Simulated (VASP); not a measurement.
A run of VASP 6.6.1:

INCAR

```
PREC = Accurate ; ENCUT = 520
EDIFF = 1E-6 ; ISMEAR = 0
SIGMA = 0.15 ; LREAL = False
LASPH = True ; NELM = 100
ALGO = Normal ; ISIF = 2
LWAVE = False ; LCHARG = True
GGA = PS ; LELF = True
LVHAR = True ; NBANDS = 13
```

Contents of KPOINTS:

```
regular mesh
0
Gamma
  16 16 16
```

Contents of POSCAR:

```
AlIr
1.0
    2.9945548500      0.0000000000      0.0000000000
    0.0000000000      2.9945548500      0.0000000000
    0.0000000000      0.0000000000      2.9945548500
Al Ir
1 1
Direct
    0.0000000000      0.0000000000      0.0000000000
    0.5000000000      0.5000000000      0.4499090825
```

Potentials or basis: VASP PAW PBE potentials, release 64 (Al, Ir).

Run with:

```console
$ cat potpaw_PBE.64/Al/POTCAR potpaw_PBE.64/Ir/POTCAR > POTCAR
$ mpirun -np 1 vasp_std > vasp.out
```

Hardware: 1 thread of Intel(R) Xeon(R) Platinum 8488C (Sapphire Rapids) (shared host).

How long does it take, and how much memory?

Wall time 67 s on 1 thread of Intel(R) Xeon(R) Platinum 8488C (Sapphire Rapids), on a shared host, peak memory 0.26 GiB. Counts: scf iterations 11, k points 405.
